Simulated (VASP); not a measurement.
# Ti2BeH6 (Fm-3m) in VASP: a series of runs

The runs below take Ti2BeH6 through single point, relaxation of cell and atoms, with PBE.

Everything below comes from runs of VASP 6.6.1. Logs are shortened: lines on timing, memory, paths and dates and some standing lists are left out, and cuts for length are marked.

## Step 1: The cell of the first run

The structure is cubic, space group Fm-3m (No. 225). The conventional cell has a = 6.058 Å, b = 6.058 Å, c = 6.058 Å, α = 90.00°, β = 90.00°, γ = 90.00°. Ti (site symmetry -43m) has 12 H at 2.14 Å and 4 Be at 2.62 Å within 2.8 Å. Within 2.1 Å of Be (site symmetry m-3m) lie 6 H at 1.56 Å. H (site symmetry 4mm) has 1 Be at 1.56 Å and 4 H at 2.08 Å within 2.1 Å.

## Step 2: Single point, PBE

File INCAR:

```
ALGO = Normal ; EDIFF = 1E-7
ENCUT = 520 ; GGA = PE
ISIF = 2 ; ISMEAR = 0
LASPH = T ; LCHARG = T
LELF = T ; LREAL = F
LVHAR = T ; LWAVE = F
NBANDS = 26 ; NELM = 100
PREC = Accurate ; SIGMA = 0.1
```

File KPOINTS:

```
k-points
0
Gamma
  4 4 4
```

File POSCAR:

```
Ti2BeH6
1.0
    0.0000000000      3.0291168176      3.0291168176
    3.0291168176      0.0000000000      3.0291168176
    3.0291168176      3.0291168176      0.0000000000
Ti Be H
2 1 6
Direct
    0.2500000000      0.2500000000      0.2500000000
    0.7500000000      0.7500000000      0.7500000000
    0.0000000000      0.0000000000      0.0000000000
    0.7428212786      0.2571787214      0.2571787214
    0.2571787214      0.7428212786      0.7428212786
    0.2571787214      0.7428212786      0.2571787214
    0.7428212786      0.2571787214      0.7428212786
    0.2571787214      0.2571787214      0.7428212786
    0.7428212786      0.7428212786      0.2571787214
```

Potentials or basis: VASP PAW PBE potentials, release 64 (Ti_sv, Be, H).

Launch:

```bash
> cat potpaw_PBE.64/Ti_sv/POTCAR potpaw_PBE.64/Be/POTCAR potpaw_PBE.64/H/POTCAR > POTCAR
> mpirun -np 1 vasp_std > vasp.out
```

OUTCAR:

```text
EDIFF = 1E-7
   ENCUT = 520
   GGA = PE
   ISIF = 2
   ISMEAR = 0
   LASPH = T
   LREAL = F
   NELM = 100
   PREC = Accurate

 ion  position               nearest neighbor table
   1  0.250  0.250  0.250-   3 2.62   3 2.62   3 2.62   3 2.62
   2  0.750  0.750  0.750-   3 2.62   3 2.62   3 2.62   3 2.62
   3  0.000  0.000  0.000-   4 1.56   5 1.56   6 1.56   7 1.56   8 1.56   9 1.56   2 2.62   2 2.62
                             1 2.62   2 2.62   2 2.62   1 2.62   1 2.62   1 2.62
   4  0.743  0.257  0.257-   3 1.56
   5  0.257  0.743  0.743-   3 1.56
   6  0.257  0.743  0.257-   3 1.56
   7  0.743  0.257  0.743-   3 1.56
   8  0.257  0.257  0.743-   3 1.56
   9  0.743  0.743  0.257-   3 1.56

  LATTYP: Found a face centered cubic cell.
 ALAT       =     6.0582336352

  Lattice vectors:

 A1 = (   0.0000000000,   3.0291168176,   3.0291168176)
 A2 = (   3.0291168176,   0.0000000000,   3.0291168176)
 A3 = (   3.0291168176,   3.0291168176,   0.0000000000)

Analysis of symmetry for initial positions (statically):
=====================================================================
 Subroutine PRICEL returns:
 Original cell was already a primitive cell.

 Routine SETGRP: Setting up the symmetry group for a
 face centered cubic supercell.

 Subroutine GETGRP returns: Found 48 space group operations
 (whereof 48 operations were pure point group operations)
 out of a pool of 48 trial point group operations.

The static configuration has the point symmetry O_h .

Analysis of symmetry for dynamics (positions and initial velocities):
=====================================================================
 Subroutine PRICEL returns:
 Original cell was already a primitive cell.

 Routine SETGRP: Setting up the symmetry group for a
 face centered cubic supercell.

 Subroutine GETGRP returns: Found 48 space group operations
 (whereof 48 operations were pure point group operations)
 out of a pool of 48 trial point group operations.

The dynamic configuration has the point symmetry O_h .

 Subroutine INISYM returns: Found 48 space group operations
 (whereof 48 operations are pure point group operations),
 and found     1 'primitive' translations

----------------------------------------------------------------------------------------

                                     Primitive cell

  volume of cell :      55.5876

  direct lattice vectors                    reciprocal lattice vectors
     0.000000000  3.029116818  3.029116818    -0.165064615  0.165064615  0.165064615
     3.029116818  0.000000000  3.029116818     0.165064615 -0.165064615  0.165064615
     3.029116818  3.029116818  0.000000000     0.165064615  0.165064615 -0.165064615

  length of vectors
     4.283818085  4.283818085  4.283818085     0.285900299  0.285900299  0.285900299

  position of ions in fractional coordinates (direct lattice)
     0.250000000  0.250000000  0.250000000
     0.750000000  0.750000000  0.750000000
     0.000000000  0.000000000  0.000000000
     0.742821279  0.257178721  0.257178721
     0.257178721  0.742821279  0.742821279
     0.257178721  0.742821279  0.257178721
     0.742821279  0.257178721  0.742821279
     0.257178721  0.257178721  0.742821279
     0.742821279  0.742821279  0.257178721

  ion indices of the primitive-cell ions
   primitive index   ion index
                 1           1
                 2           2
                 3           3
                 4           4
                 5           5
                 6           6
                 7           7
                 8           8
                 9           9

----------------------------------------------------------------------------------------

 KPOINTS: k-points

Automatic generation of k-mesh.
 Grid dimensions read from file:
 generate k-points for:    4    4    4

 Generating k-lattice:

  Cartesian coordinates                     Fractional coordinates (reciprocal lattice)
    -0.041266154  0.041266154  0.041266154     0.250000000  0.000000000  0.000000000
     0.041266154 -0.041266154  0.041266154     0.000000000  0.250000000  0.000000000
     0.041266154  0.041266154 -0.041266154     0.000000000  0.000000000  0.250000000

  Length of vectors
     0.071475075  0.071475075  0.071475075

  Shift w.r.t. Gamma in fractional coordinates (k-lattice)
     0.000000000  0.000000000  0.000000000

 Subroutine IBZKPT returns following result:
 ===========================================

 Found      8 irreducible k-points:

 Following reciprocal coordinates:
            Coordinates               Weight
  0.000000  0.000000  0.000000      1.000000
  0.250000  0.000000  0.000000      8.000000
  0.500000  0.000000  0.000000      4.000000
  0.250000  0.250000  0.000000      6.000000
  0.500000  0.250000  0.000000     24.000000
 -0.250000  0.250000  0.000000     12.000000
  0.500000  0.500000  0.000000      3.000000
 -0.250000  0.500000  0.250000      6.000000
   k-points           NKPTS =      8   k-points in BZ     NKDIM =      8   number of bands    NBANDS=     26
   number of dos      NEDOS =    301   number of ions     NIONS =      9
   total plane-waves  NPLWV =  32768
   dimension x,y,z NGX =    32 NGY =   32 NGZ =   32
   dimension x,y,z NGXF=    64 NGYF=   64 NGZF=   64
   ions per type =               2   1   6
   NGX,Y,Z   is equivalent  to a cutoff of  12.42, 12.42, 12.42 a.u.
   NGXF,Y,Z  is equivalent  to a cutoff of  24.84, 24.84, 24.84 a.u.
 SYSTEM =  unknown system
   PREC   = accura    normal or accurate (medium, high low for compatibility)
   ISTART =      0    job   : 0-new  1-cont  2-samecut
   ICHARG =      2    charge: 1-file 2-atom 10-const
   ISPIN  =      1    spin polarized calculation?
   LNONCOLLINEAR =      F non collinear calculations
   LSORBIT =      F    spin-orbit coupling
   LASPH  =      T    aspherical Exc in radial PAW
   ENCUT  =  520.0 eV  38.22 Ry    6.18 a.u.   7.97  7.97  7.97*2*pi/ulx,y,z
   NELM   =    100;   NELMIN=  2; NELMDL= -5     # of ELM steps
   EDIFF  = 0.1E-06   stopping-criterion for ELM
   LREAL  =      F    real-space projection
   EDIFFG = 0.1E-05   stopping-criterion for IOM
   NSW    =      0    number of steps for IOM
   IBRION =     -1    ionic relax: 0-MD 1-quasi-New 2-CG
   NFREE  =      0    steps in history (QN), initial steepest desc. (CG)
   ISIF   =      2    stress and relaxation
   ISYM   =      2    0-nonsym 1-usesym 2-fastsym
   POTIM  = 0.5000    time-step for ionic-motion
   TEBEG  =    0.0;   TEEND  =   0.0 temperature during run
   PSTRESS=    0.0 pullay stress
   NELECT =      32.0000    total number of electrons
   NUPDOWN=      -1.0000    fix difference up-down
   EMIN   =  10.00;   EMAX   =-10.00  energy-range for DOS
   EFERMI =   0.00;   METHOD = LEGACY
   ISMEAR =     0;   SIGMA  =   0.10  broadening in eV -4-tet -1-fermi 0-gaus
   EFERMI_NEDOS =   21; number of points for ismear=-14 and -15
   IALGO  =     38    algorithm
   IMIX   =      4    mixing-type and parameters
     AMIX     =   0.40;   BMIX     =  1.00
     AMIX_MAG =   1.60;   BMIX_MAG =  1.00
  volume/ion in A,a.u.               =       6.18        41.68
  Fermi-wavevector in a.u.,A,eV,Ry     =   1.361859  2.573540 25.234179  1.854660
  Thomas-Fermi vector in A             =   2.488399
   LORBIT       =      0    0 simple, 1 ext, 2 COOP (PROOUT), +10 PAW based schemes
   GGA     = PE    functional components
   LHFCALC =     F    Hartree Fock is set to
   AEXX    =    0.0000 exact exchange contribution
   IVDW    =     0    specifies the selected vdW correction
   LEPSILON=     F    determine dielectric tensor
   LRPA    =     F    only Hartree local field effects (RPA)
 non-spin polarized calculation
 Gauss-broadening in eV      SIGMA  =   0.10
  energy-cutoff  :      520.00
  volume of cell :       55.59
 maximum number of plane-waves:      1524
   NGX = 15   NGY = 15   NGZ = 15

 number of electron      32.0000002 magnetization

 Free energy of the ion-electron system (eV)
  ---------------------------------------------------
  ext. energy  EPLUGINS =         0.00000000
  ---------------------------------------------------
  free energy    TOTEN  =       -40.47272119 eV

  energy without entropy =      -40.43407010  energy(sigma->0) =      -40.45339565

 E-fermi :   8.1205     XC(G=0): -11.4553

 val. band max:        7.9690498656   @ k =   0.5000   0.0000   0.0000
 cond. band min:       8.1217387318   @ k =   0.5000   0.2500   0.0000
 fundamental gap:      0.1526888661
 Fermi energy:         8.1204830074

 k-point     1 :       0.0000    0.0000    0.0000
  band No.  band energies     occupation
      1     -49.2711      2.00000
      2     -49.1895      2.00000
      3     -25.6419      2.00000
      4     -25.6419      2.00000
      5     -25.6419      2.00000
      6     -25.4405      2.00000
[... 18 lines left out ...]
     25      11.9727      0.00000
     26      11.9734      0.00000

 k-point     2 :       0.2500    0.0000    0.0000
  band No.  band energies     occupation
      1     -49.2588      2.00000
      2     -49.2011      2.00000
      3     -25.6238      2.00000
      4     -25.6152      2.00000
      5     -25.6152      2.00000
      6     -25.4821      2.00000
[... 18 lines left out ...]
     25      11.8104      0.00000
     26      13.2483      0.00000

 k-point     3 :       0.5000    0.0000    0.0000
  band No.  band energies     occupation
      1     -49.2295      2.00000
      2     -49.2295      2.00000
      3     -25.5660      2.00000
      4     -25.5633      2.00000
      5     -25.5477      2.00000
      6     -25.5477      2.00000
[... 18 lines left out ...]
     25      13.2473      0.00000
     26      13.5885      0.00000

 k-point     4 :       0.2500    0.2500    0.0000
  band No.  band energies     occupation
      1     -49.2570      2.00000
      2     -49.2026      2.00000
      3     -25.6645      2.00000
      4     -25.6645      2.00000
      5     -25.5891      2.00000
      6     -25.5172      2.00000
[... 18 lines left out ...]
     25      12.8298      0.00000
     26      13.4386      0.00000

 k-point     5 :       0.5000    0.2500    0.0000
  band No.  band energies     occupation
      1     -49.2389      2.00000
      2     -49.2197      2.00000
      3     -25.6794      2.00000
      4     -25.6511      2.00000
      5     -25.6451      2.00000
      6     -25.4582      2.00000
[... 18 lines left out ...]
     25      13.6419      0.00000
     26      14.5017      0.00000

 k-point     6 :      -0.2500    0.2500    0.0000
  band No.  band energies     occupation
      1     -49.2431      2.00000
      2     -49.2159      2.00000
      3     -25.6877      2.00000
      4     -25.5768      2.00000
      5     -25.5644      2.00000
      6     -25.5404      2.00000
[... 18 lines left out ...]
     25      13.1687      0.00000
     26      13.6786      0.00000

 k-point     7 :       0.5000    0.5000    0.0000
  band No.  band energies     occupation
      1     -49.2427      2.00000
      2     -49.2155      2.00000
      3     -25.7344      2.00000
      4     -25.6870      2.00000
      5     -25.6870      2.00000
      6     -25.4145      2.00000
[... 18 lines left out ...]
     25      13.7510      0.00000
     26      16.4767      0.00000

 k-point     8 :      -0.2500    0.5000    0.2500
  band No.  band energies     occupation
      1     -49.2292      2.00000
      2     -49.2292      2.00000
      3     -25.7114      2.00000
      4     -25.7100      2.00000
      5     -25.5521      2.00000
      6     -25.5521      2.00000
[... 18 lines left out ...]
     25      14.3352      0.00000
     26      14.3353      0.00000

------------------------ aborting loop because EDIFF is reached ----------------------------------------

  FORCE on cell =-STRESS in cart. coord.  units (eV):
  Direction    XX          YY          ZZ          XY          YZ          ZX
  --------------------------------------------------------------------------------------
  -------------------------------------------------------------------------------------
  Total       -0.0640895     -0.0640895     -0.0640895      0.0000000      0.0000000      0.0000000
  in kB       -1.8472226     -1.8472226     -1.8472226      0.0000000      0.0000000      0.0000000
  external PRESSURE =      -1.8472226 kB  Pullay stress =       0.0000000 kB

 VOLUME and BASIS-vectors are now :
 -----------------------------------------------------------------------------
  energy-cutoff  :      520.00
  volume of cell :       55.59
      direct lattice vectors                 reciprocal lattice vectors
     0.000000000  3.029116818  3.029116818    -0.165064615  0.165064615  0.165064615
     3.029116818  0.000000000  3.029116818     0.165064615 -0.165064615  0.165064615
     3.029116818  3.029116818  0.000000000     0.165064615  0.165064615 -0.165064615

 POSITION                                       TOTAL-FORCE (eV/Angst)
 -----------------------------------------------------------------------------------
      1.51456      1.51456      1.51456        -0.000000      0.000000      0.000000
      4.54368      4.54368      4.54368        -0.000000      0.000000      0.000000
      0.00000      0.00000      0.00000        -0.000000      0.000000      0.000000
      1.55805      3.02912      3.02912         0.002561      0.000000      0.000000
      4.50018      3.02912      3.02912        -0.002561      0.000000      0.000000
      3.02912      1.55805      3.02912        -0.000000      0.002561      0.000000
      3.02912      4.50018      3.02912        -0.000000     -0.002561      0.000000
      3.02912      3.02912      1.55805        -0.000000      0.000000      0.002561
      3.02912      3.02912      4.50018        -0.000000      0.000000     -0.002561
 -----------------------------------------------------------------------------------
    total drift:                               -0.000000     -0.000000      0.000000

  FREE ENERGIE OF THE ION-ELECTRON SYSTEM (eV)
  ---------------------------------------------------
  free  energy   TOTEN  =       -40.4727211912 eV

  energy  without entropy=      -40.4340701047  energy(sigma->0) =      -40.45339565
```

Wall time 8 s (1 thread of Intel Xeon 6975P-C (Granite Rapids), shared host); peak memory 0.17 GiB.

Results:

```
Free energy            : -40.4727 eV
Pressure               : -0.2 GPa
Band gap on the k mesh : zero (band 16 reaches 9.78 eV, above the bottom of band 17 at 7.94 eV)
```

Forces in eV/Å, atoms in the order of the input:
```
Ti   0.000  0.000  0.000
Ti   0.000  0.000  0.000
Be   0.000  0.000  0.000
H    0.003  0.000  0.000
H   -0.003  0.000  0.000
H    0.000  0.003  0.000
H    0.000 -0.003  0.000
H    0.000  0.000  0.003
H    0.000  0.000 -0.003
```

Levels at points of the mesh, in eV from the Fermi level:
| k point | band 12 | band 13 | band 14 | band 15 | band 16 | band 17 | band 18 | band 19 | band 20 | band 21 |
| --- | --- | --- | --- | --- | --- | --- | --- | --- | --- | --- |
| (0.00, 0.00, 0.00) | -7.17 | -4.22 | -4.22 | 1.66 | 1.66 | 1.66 | 1.94 | 2.61 | 2.61 | 3.65 |
| (0.50, 0.00, 0.00) | -6.00 | -4.64 | -4.64 | -0.57 | -0.15 | 0.01 | 0.01 | 0.06 | 0.06 | 3.10 |
| (0.50, 0.50, 0.00) | -6.43 | -6.43 | -1.98 | -1.41 | -0.68 | -0.18 | -0.18 | 0.44 | 0.44 | 1.83 |

Caveat: the k points lie up to 0.45 Å⁻¹ apart.

(Part 1 of 3 ends here.)
